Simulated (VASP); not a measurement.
A run of VASP 6.6.1 is set up as follows.

INCAR

```
SYSTEM = GaN
  PREC = Accurate
  ENCUT = 600
  EDIFF = 1E-7
  ISMEAR = 0
  SIGMA = 0.1
  LREAL = .False.
  LASPH = .True.
  NELM = 100
  ALGO = Normal
  ISIF = 3
  LWAVE = .False.
  LCHARG = .False.
  GGA = PE
  IBRION = 2
  NSW = 90
  EDIFFG = -0.04
```

KPOINTS

```
regular mesh
0
Gamma
  6 6 2
  0 0 0
```

The input POSCAR:

```
GaN
1.0
    3.2108682500      0.0000000000      0.0000000000
   -1.6054341200      2.7806934700      0.0000000000
    0.0000000000      0.0000000000     10.5803864400
Ga N
4 4
Direct
    0.3333333300      0.6666666700      0.8750000000
    0.6666666700      0.3333333300      0.1250000000
    0.6666666700      0.3333333300      0.3750000000
    0.3333333300      0.6666666700      0.6250000000
    0.6666666700      0.3333333300      0.7500000000
    0.0000000000      0.0000000000      0.0000000000
    0.3333333300      0.6666666700      0.2500000000
    0.0000000000      0.0000000000      0.5000000000
```

Potentials or basis: VASP PAW PBE potentials, release 64 (Ga_d, N).

Launch:

```bash
$ cat potpaw_PBE.64/Ga_d/POTCAR potpaw_PBE.64/N/POTCAR > POTCAR
$ mpirun -np 1 vasp_std > vasp.out
```

(1) Estimate the space group after relaxing (to 0.1 Å).

(2) What does it give for the relaxed volume?

(3) Predict the band gap on the k mesh.

(4) Estimate the relaxed cell.

Results:

(1) P6_3/mmc (No. 194).

(2) 9.89 Å³/atom.

(3) 1.03 eV (least direct gap 1.26 eV).

(4) a = 3.018 Å, b = 3.018 Å, c = 10.035 Å, α = 90.00°, β = 90.00°, γ = 120.00°.

Caveat: the volume moved by over 15 % at a fixed basis, so the end points are rough.
